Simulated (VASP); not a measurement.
# KBr in VASP: single point with PBE

Aim: the single point of KBr with PBE.

Program: VASP 6.6.1. These are calculated values, not measurements. Logs are shortened: lines on timing, memory, paths and dates and some standing lists are left out, and cuts for length are marked.

## Step 1: The cell of the first run

The cell holds a wire or tube with vacuum around it, 4 atoms: a = 12.200 Å, b = 9.300 Å, c = 6.242 Å, α = 90.00°, β = 90.00°, γ = 90.00°.

## Step 2: Single point, PBE, collinear spin

Contents of INCAR:

```
ALGO = Normal
EDIFF = 1E-6
ENCUT = 520
GGA = PE
ISIF = 2
ISMEAR = 0
ISPIN = 2
LASPH = True
LCHARG = True
LELF = True
LORBIT = 11
LREAL = False
LVHAR = True
LWAVE = False
MAGMOM = 0.5 0.5 0.5 0.5
NBANDS = 28
NELM = 150
PREC = Accurate
SIGMA = 0.05
```

Contents of KPOINTS:

```
k-points
0
Gamma
  1 1 11
```

Contents of POSCAR:

```
KBr
1.0
   12.2000000000      0.0000000000      0.0000000000
    0.0000000000      9.3000000000      0.0000000000
    0.0000000000      0.0000000000      6.2420110146
K Br
2 2
Direct
    0.3778760547      0.5000000000      0.0000000000
    0.6221239453      0.5000000000      0.5000000000
    0.3610291014      0.5000000000      0.5000000000
    0.6389708986      0.5000000000      0.0000000000
```

Potentials or basis: VASP PAW PBE potentials, release 64 (K_sv, Br).

The run is started by

```sh
$ cat potpaw_PBE.64/K_sv/POTCAR potpaw_PBE.64/Br/POTCAR > POTCAR
$ mpirun -np 1 vasp_std > vasp.out
```

OUTCAR:

```text
EDIFF = 1E-6
   ENCUT = 520
   GGA = PE
   ISIF = 2
   ISMEAR = 0
   ISPIN = 2
   LASPH = True
   LORBIT = 11
   LREAL = False
   NELM = 150
   PREC = Accurate

 ion  position               nearest neighbor table
   1  0.378  0.500  0.000-   3 3.13   3 3.13   4 3.19
   2  0.622  0.500  0.500-   4 3.13   4 3.13   3 3.19
   3  0.361  0.500  0.500-   1 3.13   1 3.13   2 3.19
   4  0.639  0.500  0.000-   2 3.13   2 3.13   1 3.19

  LATTYP: Found a simple orthorhombic cell.
 ALAT       =     6.2420110146
 B/A-ratio  =     1.4899044520
 C/A-ratio  =     1.9544983134

  Lattice vectors:

 A1 = (   0.0000000000,   0.0000000000,  -6.2420110146)
 A2 = (   0.0000000000,   9.3000000000,   0.0000000000)
 A3 = (  12.2000000000,   0.0000000000,   0.0000000000)

Analysis of symmetry for initial positions (statically):
=====================================================================
 Subroutine PRICEL returns:
 Original cell was already a primitive cell.

 Routine SETGRP: Setting up the symmetry group for a
 simple orthorhombic supercell.

 Subroutine GETGRP returns: Found  8 space group operations
 (whereof  4 operations were pure point group operations)
 out of a pool of  8 trial point group operations.

The static configuration has the point symmetry C_2v.
 The point group associated with its full space group is D_2h.

Analysis of symmetry for dynamics (positions and initial velocities):
=====================================================================
 Subroutine PRICEL returns:
 Original cell was already a primitive cell.

 Routine SETGRP: Setting up the symmetry group for a
 simple orthorhombic supercell.

 Subroutine GETGRP returns: Found  8 space group operations
 (whereof  4 operations were pure point group operations)
 out of a pool of  8 trial point group operations.

The dynamic configuration has the point symmetry C_2v.
 The point group associated with its full space group is D_2h.

Analysis of structural, dynamic, and magnetic symmetry:
=====================================================================
 Subroutine PRICEL returns:
 Original cell was already a primitive cell.

 Routine SETGRP: Setting up the symmetry group for a
 simple orthorhombic supercell.

 Subroutine GETGRP returns: Found  8 space group operations
 (whereof  4 operations were pure point group operations)
 out of a pool of  8 trial point group operations.

The overall configuration has the point symmetry C_2v.
 The point group associated with its full space group is D_2h.

 Subroutine INISYM returns: Found  8 space group operations
 (whereof  4 operations are pure point group operations),
 and found     1 'primitive' translations

----------------------------------------------------------------------------------------

                                     Primitive cell

  volume of cell :     708.2186

  direct lattice vectors                    reciprocal lattice vectors
    12.200000000  0.000000000  0.000000000     0.081967213  0.000000000  0.000000000
     0.000000000  9.300000000  0.000000000     0.000000000  0.107526882  0.000000000
     0.000000000  0.000000000  6.242011015     0.000000000  0.000000000  0.160204780

  length of vectors
    12.200000000  9.300000000  6.242011015     0.081967213  0.107526882  0.160204780

  position of ions in fractional coordinates (direct lattice)
     0.377876055  0.500000000  0.000000000
     0.622123945  0.500000000  0.500000000
     0.361029101  0.500000000  0.500000000
     0.638970899  0.500000000  0.000000000

  ion indices of the primitive-cell ions
   primitive index   ion index
                 1           1
                 2           2
                 3           3
                 4           4

----------------------------------------------------------------------------------------

 KPOINTS: k-points

Automatic generation of k-mesh.
 Grid dimensions read from file:
 generate k-points for:    1    1   11

 Generating k-lattice:

  Cartesian coordinates                     Fractional coordinates (reciprocal lattice)
     0.081967213  0.000000000  0.000000000     1.000000000  0.000000000  0.000000000
     0.000000000  0.107526882  0.000000000     0.000000000  1.000000000  0.000000000
     0.000000000  0.000000000  0.014564071     0.000000000  0.000000000  0.090909091

  Length of vectors
     0.081967213  0.107526882  0.014564071

  Shift w.r.t. Gamma in fractional coordinates (k-lattice)
     0.000000000  0.000000000  0.000000000

 Subroutine IBZKPT returns following result:
 ===========================================

 Found      6 irreducible k-points:

 Following reciprocal coordinates:
            Coordinates               Weight
  0.000000  0.000000  0.000000      1.000000
  0.000000  0.000000  0.090909      2.000000
  0.000000  0.000000  0.181818      2.000000
  0.000000  0.000000  0.272727      2.000000
  0.000000  0.000000  0.363636      2.000000
  0.000000  0.000000  0.454545      2.000000
   k-points           NKPTS =      6   k-points in BZ     NKDIM =      6   number of bands    NBANDS=     28
   number of dos      NEDOS =    301   number of ions     NIONS =      4
   total plane-waves  NPLWV = 322560
   dimension x,y,z NGX =    96 NGY =   70 NGZ =   48
   dimension x,y,z NGXF=   192 NGYF=  140 NGZF=   96
   ions per type =               2   2
   NGX,Y,Z   is equivalent  to a cutoff of  13.08, 12.51, 12.78 a.u.
   NGXF,Y,Z  is equivalent  to a cutoff of  26.16, 25.03, 25.57 a.u.
 SYSTEM =  unknown system
   PREC   = accura    normal or accurate (medium, high low for compatibility)
   ISTART =      0    job   : 0-new  1-cont  2-samecut
   ICHARG =      2    charge: 1-file 2-atom 10-const
   ISPIN  =      2    spin polarized calculation?
   LNONCOLLINEAR =      F non collinear calculations
   LSORBIT =      F    spin-orbit coupling
   LASPH  =      T    aspherical Exc in radial PAW
   ENCUT  =  520.0 eV  38.22 Ry    6.18 a.u.  22.68 17.29 11.61*2*pi/ulx,y,z
   NELM   =    150;   NELMIN=  2; NELMDL= -5     # of ELM steps
   EDIFF  = 0.1E-05   stopping-criterion for ELM
   LREAL  =      F    real-space projection
   EDIFFG = 0.1E-04   stopping-criterion for IOM
   NSW    =      0    number of steps for IOM
   IBRION =     -1    ionic relax: 0-MD 1-quasi-New 2-CG
   NFREE  =      0    steps in history (QN), initial steepest desc. (CG)
   ISIF   =      2    stress and relaxation
   ISYM   =      2    0-nonsym 1-usesym 2-fastsym
   POTIM  = 0.5000    time-step for ionic-motion
   TEBEG  =    0.0;   TEEND  =   0.0 temperature during run
   PSTRESS=    0.0 pullay stress
   NELECT =      32.0000    total number of electrons
   NUPDOWN=      -1.0000    fix difference up-down
   EMIN   =  10.00;   EMAX   =-10.00  energy-range for DOS
   EFERMI =   0.00;   METHOD = LEGACY
   ISMEAR =     0;   SIGMA  =   0.05  broadening in eV -4-tet -1-fermi 0-gaus
   EFERMI_NEDOS =   21; number of points for ismear=-14 and -15
   IALGO  =     38    algorithm
   IMIX   =      4    mixing-type and parameters
     AMIX     =   0.40;   BMIX     =  1.00
     AMIX_MAG =   1.60;   BMIX_MAG =  1.00
  volume/ion in A,a.u.               =     177.05      1194.82
  Fermi-wavevector in a.u.,A,eV,Ry     =   0.583090  1.101881  4.625901  0.339994
  Thomas-Fermi vector in A             =   1.628253
   LORBIT       =     11    0 simple, 1 ext, 2 COOP (PROOUT), +10 PAW based schemes
   GGA     = PE    functional components
   LHFCALC =     F    Hartree Fock is set to
   AEXX    =    0.0000 exact exchange contribution
   IVDW    =     0    specifies the selected vdW correction
   LEPSILON=     F    determine dielectric tensor
   LRPA    =     F    only Hartree local field effects (RPA)
 spin polarized calculation
 Gauss-broadening in eV      SIGMA  =   0.05
  energy-cutoff  :      520.00
  volume of cell :      708.22
 maximum number of plane-waves:     19113
 NGX is ok and might be reduce to    90
   NGX = 45   NGY = 35   NGZ = 23

 number of electron      31.9999997 magnetization      -0.0000120

 number of electron      31.9999997 magnetization       0.0000251

 Free energy of the ion-electron system (eV)
  ---------------------------------------------------
  ext. energy  EPLUGINS =         0.00000000
  ---------------------------------------------------
  free energy    TOTEN  =       -11.37098978 eV

  energy without entropy =      -11.37098978  energy(sigma->0) =      -11.37098978

 E-fermi :  -4.6712     XC(G=0):  -2.3475

 val. band max:       -4.9296284418   @ k =   0.0000   0.0000   0.0000
 cond. band min:      -0.6453868143   @ k =   0.0000   0.0000   0.0000
 fundamental gap:      4.2842416275
 Fermi energy:        -4.6712282887

 spin component 1

 k-point     1 :       0.0000    0.0000    0.0000
  band No.  band energies     occupation
      1     -33.5200      1.00000
      2     -33.5152      1.00000
      3     -17.1887      1.00000
      4     -17.1709      1.00000
      5     -17.0859      1.00000
      6     -17.0768      1.00000
[... 20 lines left out ...]
     27       2.5990      0.00000
     28       2.9916      0.00000

 k-point     2 :       0.0000    0.0000    0.0909
  band No.  band energies     occupation
      1     -33.5199      1.00000
      2     -33.5153      1.00000
      3     -17.2226      1.00000
      4     -17.2004      1.00000
      5     -17.0856      1.00000
      6     -17.0770      1.00000
[... 20 lines left out ...]
     27       2.5286      0.00000
     28       2.9627      0.00000

 k-point     3 :       0.0000    0.0000    0.1818
  band No.  band energies     occupation
      1     -33.5195      1.00000
      2     -33.5156      1.00000
      3     -17.2938      1.00000
      4     -17.2709      1.00000
      5     -17.0850      1.00000
      6     -17.0774      1.00000
[... 57 lines left out ...]
      2     -33.5165      1.00000
      3     -17.4181      1.00000
      4     -17.4071      1.00000
      5     -17.0829      1.00000
      6     -17.0791      1.00000
[... 20 lines left out ...]
     27       2.6071      0.00000
     28       2.9789      0.00000

 k-point     6 :       0.0000    0.0000    0.4545
  band No.  band energies     occupation
      1     -33.5178      1.00000
      2     -33.5171      1.00000
      3     -17.4445      1.00000
      4     -17.4408      1.00000
      5     -17.0816      1.00000
      6     -17.0803      1.00000
[... 20 lines left out ...]
     27       2.6363      0.00000
     28       2.9493      0.00000
 Fermi energy:        -4.6712282887

 spin component 2

 k-point     1 :       0.0000    0.0000    0.0000
  band No.  band energies     occupation
      1     -33.5200      1.00000
      2     -33.5152      1.00000
      3     -17.1887      1.00000
      4     -17.1709      1.00000
      5     -17.0859      1.00000
      6     -17.0768      1.00000
[... 20 lines left out ...]
     27       2.6006      0.00000
     28       2.9413      0.00000

 k-point     2 :       0.0000    0.0000    0.0909
  band No.  band energies     occupation
      1     -33.5199      1.00000
      2     -33.5153      1.00000
      3     -17.2226      1.00000
      4     -17.2004      1.00000
      5     -17.0856      1.00000
      6     -17.0770      1.00000
[... 20 lines left out ...]
     27       2.5289      0.00000
     28       2.9830      0.00000

 k-point     3 :       0.0000    0.0000    0.1818
  band No.  band energies     occupation
      1     -33.5195      1.00000
      2     -33.5156      1.00000
      3     -17.2938      1.00000
      4     -17.2709      1.00000
      5     -17.0850      1.00000
      6     -17.0774      1.00000
[... 58 lines left out ...]
      3     -17.4181      1.00000
      4     -17.4071      1.00000
      5     -17.0829      1.00000
      6     -17.0791      1.00000
[... 20 lines left out ...]
     27       2.6075      0.00000
     28       2.9862      0.00000

 k-point     6 :       0.0000    0.0000    0.4545
  band No.  band energies     occupation
      1     -33.5178      1.00000
      2     -33.5171      1.00000
      3     -17.4445      1.00000
      4     -17.4408      1.00000
      5     -17.0816      1.00000
      6     -17.0803      1.00000
[... 20 lines left out ...]
     27       2.6599      0.00000
     28       2.9733      0.00000

------------------------ aborting loop because EDIFF is reached ----------------------------------------

  FORCE on cell =-STRESS in cart. coord.  units (eV):
  Direction    XX          YY          ZZ          XY          YZ          ZX
  --------------------------------------------------------------------------------------
  -------------------------------------------------------------------------------------
  Total        0.0134240      0.0240004      0.0717969      0.0000000      0.0000000      0.0000000
  in kB        0.0303687      0.0542952      0.1624236      0.0000000      0.0000000      0.0000000
  external PRESSURE =       0.0823625 kB  Pullay stress =       0.0000000 kB

 VOLUME and BASIS-vectors are now :
 -----------------------------------------------------------------------------
  energy-cutoff  :      520.00
  volume of cell :      708.22
      direct lattice vectors                 reciprocal lattice vectors
    12.200000000  0.000000000  0.000000000     0.081967213  0.000000000  0.000000000
     0.000000000  9.300000000  0.000000000     0.000000000  0.107526882  0.000000000
     0.000000000  0.000000000  6.242011015     0.000000000  0.000000000  0.160204780

 POSITION                                       TOTAL-FORCE (eV/Angst)
 -----------------------------------------------------------------------------------
      4.61009      4.65000      0.00000        -0.004830      0.000000      0.000000
      7.58991      4.65000      3.12101         0.004830      0.000000      0.000000
      4.40456      4.65000      3.12101        -0.006346      0.000000      0.000000
      7.79544      4.65000      0.00000         0.006346      0.000000      0.000000
 -----------------------------------------------------------------------------------
    total drift:                                0.000000      0.000000      0.000000

  FREE ENERGIE OF THE ION-ELECTRON SYSTEM (eV)
  ---------------------------------------------------
  free  energy   TOTEN  =       -11.3709897835 eV

  energy  without entropy=      -11.3709897835  energy(sigma->0) =      -11.37098978

 total charge

# of ion       s       p       d       tot
------------------------------------------
    1        1.957   5.577   0.024   7.558
    2        1.957   5.577   0.024   7.558
    3        1.600   3.289   0.001   4.889
    4        1.600   3.289   0.001   4.889
--------------------------------------------------
tot          7.113  17.731   0.050  24.894

 magnetization (x)

# of ion       s       p       d       tot
------------------------------------------
    1        0.000  -0.000  -0.000   0.000
    2        0.000  -0.000  -0.000   0.000
    3        0.000  -0.000  -0.000  -0.000
    4        0.000  -0.000  -0.000  -0.000
--------------------------------------------------
tot          0.000  -0.000  -0.000  -0.000
```

It took 12 min on 1 thread of AMD EPYC 7R13, shared host; peak memory 0.94 GiB.

What came out:

| Quantity | Value |
| --- | --- |
| Free energy | -11.3710 eV |
| Largest force | 0.006 eV/Å |
| Band gap on the k mesh | 4.28 eV |
| Net moment | 0.00 μB per cell |
| Valence electrons inside the program's atomic spheres | K 7.56; Br 4.89 |

Forces in eV/Å, atoms in the order of the input:
```
K   -0.005  0.000  0.000
K    0.005  0.000  0.000
Br  -0.006  0.000  0.000
Br   0.006  0.000  0.000
```
